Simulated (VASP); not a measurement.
# GaSb2 (P4_2/mnm) in VASP: notebook

GaSb2 is run at these levels: PBE; tasks: single point.

All numbers are computed with VASP 6.6.1; they aren't measurements. Logs are shortened: lines on timing, memory, paths and dates and some standing lists are left out, and cuts for length are marked.

## Step 1: The cell of the first run

Symmetry: P4_2/mnm, No. 136, tetragonal system. The conventional cell has a = 6.522 Å, b = 6.522 Å, c = 4.171 Å, α = 90.00°, β = 90.00°, γ = 90.00°. Ga (site symmetry mmm) has 6 Sb at 2.76 to 2.81 Å within 3.6 Å. Within 3.7 Å of Sb (site symmetry m2m) lie 3 Ga at 2.76 to 2.81 Å and 1 Sb at 3.61 Å.

## Step 2: Single point, PBE

Contents of INCAR:

```
SYSTEM = GaSb2
PREC = Accurate
ENCUT = 520
EDIFF = 1E-6
ISMEAR = 0
SIGMA = 0.1
LREAL = .FALSE.
LASPH = .TRUE.
NELM = 80
ALGO = Normal
ISIF = 2
LWAVE = .FALSE.
LCHARG = .FALSE.
GGA = PE
NBANDS = 32
```

Contents of KPOINTS:

```
regular mesh
0
G
  4 4 4
  0 0 0
```

Contents of POSCAR:

```
GaSb2
1.0
    6.5219514318      0.0000000000      0.0000000000
    0.0000000000      6.5219514318      0.0000000000
    0.0000000000      0.0000000000      4.1705979542
Ga Sb
2 4
Direct
    0.0000000000      0.0000000000      0.0000000000
    0.5000000000      0.5000000000      0.5000000000
    0.3041398558      0.3041398558      0.0000000000
    0.1958601442      0.8041398558      0.5000000000
    0.6958601442      0.6958601442      0.0000000000
    0.8041398558      0.1958601442      0.5000000000
```

Potentials or basis: VASP PAW PBE potentials, release 64 (Ga_d, Sb).

Command:

```
> cat potpaw_PBE.64/Ga_d/POTCAR potpaw_PBE.64/Sb/POTCAR > POTCAR
> mpirun -np 1 vasp_std > vasp.out
```

OUTCAR:

```text
SYSTEM = GaSb2
   PREC = Accurate
   ENCUT = 520
   EDIFF = 1E-6
   ISMEAR = 0
   LREAL = .FALSE.
   LASPH = .TRUE.
   NELM = 80
   ISIF = 2
   GGA = PE

 ion  position               nearest neighbor table
   1  0.000  0.000  0.000-   4 2.76   6 2.76   4 2.76   6 2.76   5 2.81   3 2.81
   2  0.500  0.500  0.500-   3 2.76   5 2.76   3 2.76   5 2.76   4 2.81   6 2.81
   3  0.304  0.304  0.000-   2 2.76   2 2.76   1 2.81   5 3.61
   4  0.196  0.804  0.500-   1 2.76   1 2.76   2 2.81   6 3.61
   5  0.696  0.696  0.000-   2 2.76   2 2.76   1 2.81   3 3.61
   6  0.804  0.196  0.500-   1 2.76   1 2.76   2 2.81   4 3.61

  LATTYP: Found a simple tetragonal cell.
 ALAT       =     6.5219514318
 C/A-ratio  =     0.6394708697

  Lattice vectors:

 A1 = (   6.5219514318,   0.0000000000,   0.0000000000)
 A2 = (   0.0000000000,   6.5219514318,   0.0000000000)
 A3 = (   0.0000000000,   0.0000000000,   4.1705979542)

Analysis of symmetry for initial positions (statically):
=====================================================================
 Subroutine PRICEL returns:
 Original cell was already a primitive cell.

 Routine SETGRP: Setting up the symmetry group for a
 simple tetragonal supercell.

 Subroutine GETGRP returns: Found 16 space group operations
 (whereof  8 operations were pure point group operations)
 out of a pool of 16 trial point group operations.

The static configuration has the point symmetry D_2h.
 The point group associated with its full space group is D_4h.

Analysis of symmetry for dynamics (positions and initial velocities):
=====================================================================
 Subroutine PRICEL returns:
 Original cell was already a primitive cell.

 Routine SETGRP: Setting up the symmetry group for a
 simple tetragonal supercell.

 Subroutine GETGRP returns: Found 16 space group operations
 (whereof  8 operations were pure point group operations)
 out of a pool of 16 trial point group operations.

The dynamic configuration has the point symmetry D_2h.
 The point group associated with its full space group is D_4h.

 Subroutine INISYM returns: Found 16 space group operations
 (whereof  8 operations are pure point group operations),
 and found     1 'primitive' translations

----------------------------------------------------------------------------------------

                                     Primitive cell

  volume of cell :     177.3999

  direct lattice vectors                    reciprocal lattice vectors
     6.521951432  0.000000000  0.000000000     0.153328342  0.000000000  0.000000000
     0.000000000  6.521951432  0.000000000     0.000000000  0.153328342  0.000000000
     0.000000000  0.000000000  4.170597954     0.000000000  0.000000000  0.239773771

  length of vectors
     6.521951432  6.521951432  4.170597954     0.153328342  0.153328342  0.239773771

  position of ions in fractional coordinates (direct lattice)
     0.000000000  0.000000000  0.000000000
     0.500000000  0.500000000  0.500000000
     0.304139856  0.304139856  0.000000000
     0.195860144  0.804139856  0.500000000
     0.695860144  0.695860144  0.000000000
     0.804139856  0.195860144  0.500000000

  ion indices of the primitive-cell ions
   primitive index   ion index
                 1           1
                 2           2
                 3           3
                 4           4
                 5           5
                 6           6

----------------------------------------------------------------------------------------

 KPOINTS: regular mesh

Automatic generation of k-mesh.
 Grid dimensions read from file:
 generate k-points for:    4    4    4

 Generating k-lattice:

  Cartesian coordinates                     Fractional coordinates (reciprocal lattice)
     0.038332086  0.000000000  0.000000000     0.250000000  0.000000000  0.000000000
     0.000000000  0.038332086  0.000000000     0.000000000  0.250000000  0.000000000
     0.000000000  0.000000000  0.059943443     0.000000000  0.000000000  0.250000000

  Length of vectors
     0.038332086  0.038332086  0.059943443

  Shift w.r.t. Gamma in fractional coordinates (k-lattice)
     0.000000000  0.000000000  0.000000000

 Subroutine IBZKPT returns following result:
 ===========================================

 Found     18 irreducible k-points:

 Following reciprocal coordinates:
            Coordinates               Weight
  0.000000  0.000000  0.000000      1.000000
  0.250000  0.000000  0.000000      4.000000
  0.500000  0.000000  0.000000      2.000000
  0.250000  0.250000  0.000000      4.000000
  0.500000  0.250000  0.000000      4.000000
  0.500000  0.500000  0.000000      1.000000
[... 10 lines left out ...]
  0.500000  0.250000  0.500000      4.000000
  0.500000  0.500000  0.500000      1.000000
   k-points           NKPTS =     18   k-points in BZ     NKDIM =     18   number of bands    NBANDS=     32
   number of dos      NEDOS =    301   number of ions     NIONS =      6
   total plane-waves  NPLWV =  80000
   dimension x,y,z NGX =    50 NGY =   50 NGZ =   32
   dimension x,y,z NGXF=   100 NGYF=  100 NGZF=   64
   ions per type =               2   4
   NGX,Y,Z   is equivalent  to a cutoff of  12.75, 12.75, 12.76 a.u.
   NGXF,Y,Z  is equivalent  to a cutoff of  25.49, 25.49, 25.51 a.u.
 SYSTEM =  GaSb2
   PREC   = accura    normal or accurate (medium, high low for compatibility)
   ISTART =      0    job   : 0-new  1-cont  2-samecut
   ICHARG =      2    charge: 1-file 2-atom 10-const
   ISPIN  =      1    spin polarized calculation?
   LNONCOLLINEAR =      F non collinear calculations
   LSORBIT =      F    spin-orbit coupling
   LASPH  =      T    aspherical Exc in radial PAW
   ENCUT  =  520.0 eV  38.22 Ry    6.18 a.u.  12.13 12.13  7.75*2*pi/ulx,y,z
   NELM   =     80;   NELMIN=  2; NELMDL= -5     # of ELM steps
   EDIFF  = 0.1E-05   stopping-criterion for ELM
   LREAL  =      F    real-space projection
   EDIFFG = 0.1E-04   stopping-criterion for IOM
   NSW    =      0    number of steps for IOM
   IBRION =     -1    ionic relax: 0-MD 1-quasi-New 2-CG
   NFREE  =      0    steps in history (QN), initial steepest desc. (CG)
   ISIF   =      2    stress and relaxation
   ISYM   =      2    0-nonsym 1-usesym 2-fastsym
   POTIM  = 0.5000    time-step for ionic-motion
   TEBEG  =    0.0;   TEEND  =   0.0 temperature during run
   PSTRESS=    0.0 pullay stress
   NELECT =      46.0000    total number of electrons
   NUPDOWN=      -1.0000    fix difference up-down
   EMIN   =  10.00;   EMAX   =-10.00  energy-range for DOS
   EFERMI =   0.00;   METHOD = LEGACY
   ISMEAR =     0;   SIGMA  =   0.10  broadening in eV -4-tet -1-fermi 0-gaus
   EFERMI_NEDOS =   21; number of points for ismear=-14 and -15
   IALGO  =     38    algorithm
   IMIX   =      4    mixing-type and parameters
     AMIX     =   0.40;   BMIX     =  1.00
     AMIX_MAG =   1.60;   BMIX_MAG =  1.00
  volume/ion in A,a.u.               =      29.57       199.53
  Fermi-wavevector in a.u.,A,eV,Ry     =   1.043942  1.972764 14.827827  1.089815
  Thomas-Fermi vector in A             =   2.178673
   LORBIT       =      0    0 simple, 1 ext, 2 COOP (PROOUT), +10 PAW based schemes
   GGA     = PE    functional components
   LHFCALC =     F    Hartree Fock is set to
   AEXX    =    0.0000 exact exchange contribution
   IVDW    =     0    specifies the selected vdW correction
   LEPSILON=     F    determine dielectric tensor
   LRPA    =     F    only Hartree local field effects (RPA)
 non-spin polarized calculation
 Gauss-broadening in eV      SIGMA  =   0.10
  energy-cutoff  :      520.00
  volume of cell :      177.40
 maximum number of plane-waves:      4808
 NGX is ok and might be reduce to    50
   NGX = 25   NGY = 25   NGZ = 15

 number of electron      45.9999976 magnetization

 Free energy of the ion-electron system (eV)
  ---------------------------------------------------
  ext. energy  EPLUGINS =         0.00000000
  ---------------------------------------------------
  free energy    TOTEN  =       -20.31221752 eV

  energy without entropy =      -20.29547031  energy(sigma->0) =      -20.30384391

 E-fermi :   5.4100     XC(G=0):  -9.3367

 val. band max:        5.4098019570   @ k =   0.5000   0.5000   0.2500
 cond. band min:       5.4298142174   @ k =   0.2500   0.0000   0.5000
 fundamental gap:      0.0200122604
 Fermi energy:         5.4100212836

 k-point     1 :       0.0000    0.0000    0.0000
  band No.  band energies     occupation
      1      -9.6928      2.00000
      2      -9.6634      2.00000
      3      -9.6345      2.00000
      4      -9.6345      2.00000
      5      -9.5957      2.00000
      6      -9.5905      2.00000
[... 24 lines left out ...]
     31       9.6041      0.00000
     32      10.8111      0.00000

 k-point     2 :       0.2500    0.0000    0.0000
  band No.  band energies     occupation
      1      -9.6887      2.00000
      2      -9.6679      2.00000
      3      -9.6344      2.00000
      4      -9.6344      2.00000
      5      -9.5948      2.00000
      6      -9.5908      2.00000
[... 24 lines left out ...]
     31       9.6031      0.00000
     32      10.2638      0.00000

 k-point     3 :       0.5000    0.0000    0.0000
  band No.  band energies     occupation
      1      -9.6785      2.00000
      2      -9.6785      2.00000
      3      -9.6342      2.00000
      4      -9.6342      2.00000
      5      -9.5927      2.00000
      6      -9.5927      2.00000
[... 24 lines left out ...]
     31       9.5826      0.00000
     32       9.5826      0.00000

 k-point     4 :       0.2500    0.2500    0.0000
  band No.  band energies     occupation
      1      -9.6860      2.00000
      2      -9.6713      2.00000
      3      -9.6345      2.00000
      4      -9.6342      2.00000
      5      -9.5941      2.00000
      6      -9.5913      2.00000
[... 444 lines left out ...]
     31      10.7316      0.00000
     32      11.1826      0.00000

 k-point    17 :       0.5000    0.2500    0.5000
  band No.  band energies     occupation
      1      -9.6790      2.00000
      2      -9.6790      2.00000
      3      -9.6534      2.00000
      4      -9.6534      2.00000
      5      -9.5936      2.00000
      6      -9.5936      2.00000
[... 24 lines left out ...]
     31      10.5075      0.00000
     32      10.5075      0.00000

 k-point    18 :       0.5000    0.5000    0.5000
  band No.  band energies     occupation
      1      -9.6739      2.00000
      2      -9.6739      2.00000
      3      -9.6587      2.00000
      4      -9.6587      2.00000
      5      -9.5933      2.00000
      6      -9.5933      2.00000
[... 24 lines left out ...]
     31      10.3062      0.00000
     32      10.3062      0.00000

------------------------ aborting loop because EDIFF is reached ----------------------------------------

  FORCE on cell =-STRESS in cart. coord.  units (eV):
  Direction    XX          YY          ZZ          XY          YZ          ZX
  --------------------------------------------------------------------------------------
  -------------------------------------------------------------------------------------
  Total       -0.0477425     -0.0477425     -0.2576708      0.0000000      0.0000000      0.0000000
  in kB       -0.4311839     -0.4311839     -2.3271389      0.0000000      0.0000000      0.0000000
  external PRESSURE =      -1.0631689 kB  Pullay stress =       0.0000000 kB

 VOLUME and BASIS-vectors are now :
 -----------------------------------------------------------------------------
  energy-cutoff  :      520.00
  volume of cell :      177.40
      direct lattice vectors                 reciprocal lattice vectors
     6.521951432  0.000000000  0.000000000     0.153328342  0.000000000  0.000000000
     0.000000000  6.521951432  0.000000000     0.000000000  0.153328342  0.000000000
     0.000000000  0.000000000  4.170597954     0.000000000  0.000000000  0.239773771

 POSITION                                       TOTAL-FORCE (eV/Angst)
 -----------------------------------------------------------------------------------
      0.00000      0.00000      0.00000         0.000000     -0.000000      0.000000
      3.26098      3.26098      2.08530         0.000000     -0.000000      0.000000
      1.98359      1.98359      0.00000         0.019667      0.019667      0.000000
      1.27739      5.24456      2.08530        -0.019667      0.019667      0.000000
      4.53837      4.53837      0.00000        -0.019667     -0.019667      0.000000
      5.24456      1.27739      2.08530         0.019667     -0.019667      0.000000
 -----------------------------------------------------------------------------------
    total drift:                               -0.000000     -0.000000      0.000000

  FREE ENERGIE OF THE ION-ELECTRON SYSTEM (eV)
  ---------------------------------------------------
  free  energy   TOTEN  =       -20.3122175166 eV

  energy  without entropy=      -20.2954703081  energy(sigma->0) =      -20.30384391
```

Wall time 2 min (1 thread of Intel Xeon 8259CL, shared host); peak memory 0.31 GiB.

What came out:

* Free energy: -20.3122 eV
* Pressure: -0.1 GPa
* Largest force: 0.028 eV/Å
* Band gap on the k mesh: zero (bands 23 and 24 overlap by 2.13 eV)

Forces in eV/Å, atoms in the order of the input:
```
Ga   0.000  0.000  0.000
Ga   0.000  0.000  0.000
Sb   0.020  0.020  0.000
Sb  -0.020  0.020  0.000
Sb  -0.020 -0.020  0.000
Sb   0.020 -0.020  0.000
```

Caveat: the k points lie up to 0.38 Å⁻¹ apart, too coarse for converged energies and pressures of a metal; spin-orbit coupling is left out, which moves the levels of the heavy elements.

## Step 3: Single point, PBE

Contents of INCAR:

```
PREC = Accurate
ENCUT = 520
EDIFF = 1E-6
ISMEAR = 0
SIGMA = 0.1
LREAL = False
LASPH = True
NELM = 80
ALGO = Normal
ISIF = 2
LWAVE = False
LCHARG = False
GGA = PE
NBANDS = 32
```

Contents of KPOINTS:

```
regular mesh
0
Gamma
  6 6 10
```

Contents of POSCAR:

```
GaSb2
1.0
    6.5183107758      0.0000000000      0.0000000000
    0.0000000000      6.5183107758      0.0000000000
    0.0000000000      0.0000000000      4.1735900797
Ga Sb
2 4
Direct
    0.0000000000      0.0000000000      0.0000000000
    0.5000000000      0.5000000000      0.5000000000
    0.3028690749      0.3028690749      0.0000000000
    0.1971309251      0.8028690749      0.5000000000
    0.6971309251      0.6971309251      0.0000000000
    0.8028690749      0.1971309251      0.5000000000
```

Potentials or basis: VASP PAW PBE potentials, release 64 (Ga_d, Sb).

Command:

```
> cat potpaw_PBE.64/Ga_d/POTCAR potpaw_PBE.64/Sb/POTCAR > POTCAR
> mpirun -np 1 vasp_std > vasp.out
```

Run time: 5.6 min. Hardware: 1 thread of Intel Xeon 8259CL, shared host; peak memory 0.44 GiB.

Results (log left out):

```
Free energy            : -20.1744 eV
Pressure               : 0.0 GPa
Largest force          : 0.005 eV/Å
Band gap on the k mesh : zero (bands 23 and 24 overlap by 2.16 eV)
```

Forces in eV/Å, atoms in the order of the input:
```
Ga   0.000  0.000  0.000
Ga   0.000  0.000  0.000
Sb  -0.004 -0.004  0.000
Sb   0.004 -0.004  0.000
Sb   0.004  0.004  0.000
Sb  -0.004  0.004  0.000
```

Levels at points of the mesh, in eV from the Fermi level:
| k point | band 21 | band 22 | band 23 | band 24 | band 25 | band 26 |
| --- | --- | --- | --- | --- | --- | --- |
| (0.00, 0.00, 0.00) | -0.25 | 0.19 | 0.59 | 0.59 | 1.31 | 1.50 |
| (0.50, 0.00, 0.00) | -1.16 | -1.16 | 0.95 | 0.95 | 1.22 | 1.22 |
| (0.50, 0.50, 0.00) | -0.57 | -0.57 | -0.22 | -0.22 | 0.37 | 0.37 |
| (0.00, 0.00, 0.50) | -1.45 | -1.45 | -1.22 | -1.22 | -0.61 | -0.61 |
| (0.50, 0.00, 0.50) | -1.72 | -1.72 | 0.12 | 0.12 | 1.19 | 1.19 |
| (0.50, 0.50, 0.50) | -1.22 | -1.22 | 0.22 | 0.22 | 0.41 | 0.41 |

Caveat: spin-orbit coupling is left out, which moves the levels of the heavy elements.

The gap in the log of VASP goes by the Fermi energy; the results here count the filled bands.